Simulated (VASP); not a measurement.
**ZnSe3: single point with PBE**

Crystal: ZnSe3.

```xyz
8
Lattice="4.0526 0.0000 0.0000 0.0000 4.0510 0.0000 0.0000 0.0000 16.0044" Properties=species:S:1:pos:R:3 pbc="T T T"
Zn    0.0000    0.0000    0.0001
Zn    2.0263    2.0255   16.0043
Se    0.0000    0.0000    5.4584
Se    2.0263    0.0000    6.7389
Se    2.0263    2.0255   10.5460
Se    0.0000    2.0255    9.2655
Se    0.0000    2.0255    1.5137
Se    2.0263    0.0000   14.4907
```

```yaml
Program: VASP 6.6.1
Task: single point
Functional: PBE
Potentials_or_basis: VASP PAW PBE potentials, release 64 (Zn, Se)
Cutoff: 520 eV
k_mesh: 8 × 8 × 2
Occupations: gaussian, width 0.1 eV
Spin: no spin polarisation
Dipole_correction: no
Further_INCAR_settings: ALGO = Fast; EDIFF = 1e-06; NBANDS = 40
```

```
Pressure               : 0.1 GPa
Largest force          : 0.036 eV/Å
Band gap on the k mesh : zero (bands 30 and 31 overlap by 0.60 eV)
```

Forces on the atoms (eV/Å):
```
Zn   0.000  0.000 -0.001
Zn   0.000  0.000  0.001
Se   0.000  0.000 -0.022
Se   0.000  0.000  0.022
Se   0.000  0.000  0.022
Se   0.000  0.000 -0.022
Se   0.000  0.000  0.036
Se   0.000  0.000 -0.036
```

Levels at points of the mesh, in eV from the Fermi level:
```csv
k point,band 27,band 28,band 29,band 30,band 31,band 32,band 33,band 34
"(0.00, 0.00, 0.00)",-1.35,-1.01,-1.01,-0.81,0.82,1.24,1.26,1.74
"(0.50, 0.00, 0.00)",-1.13,-1.13,-0.93,-0.93,2.16,2.16,2.32,2.32
"(0.00, 0.50, 0.00)",-1.61,-1.61,-1.41,-1.41,0.03,0.03,2.23,2.23
"(0.50, 0.50, 0.00)",-2.41,-2.41,-2.34,-2.34,2.85,2.85,2.89,2.89
"(0.00, 0.00, 0.50)",-1.24,-1.01,-1.01,-0.82,0.82,1.24,1.26,1.72
"(0.50, 0.00, 0.50)",-1.13,-1.13,-0.93,-0.93,2.00,2.00,2.53,2.53
"(0.00, 0.50, 0.50)",-1.61,-1.61,-1.43,-1.43,0.03,0.03,2.23,2.23
"(0.50, 0.50, 0.50)",-2.41,-2.41,-2.34,-2.34,2.78,2.78,2.86,2.86
```

It took 13 min on 1 thread of Oxide Virtual Turin-like Processor, on a shared host, peak memory 0.55 GiB.

Caveat: semilocal functionals underestimate gaps, and a narrow one can read as zero.
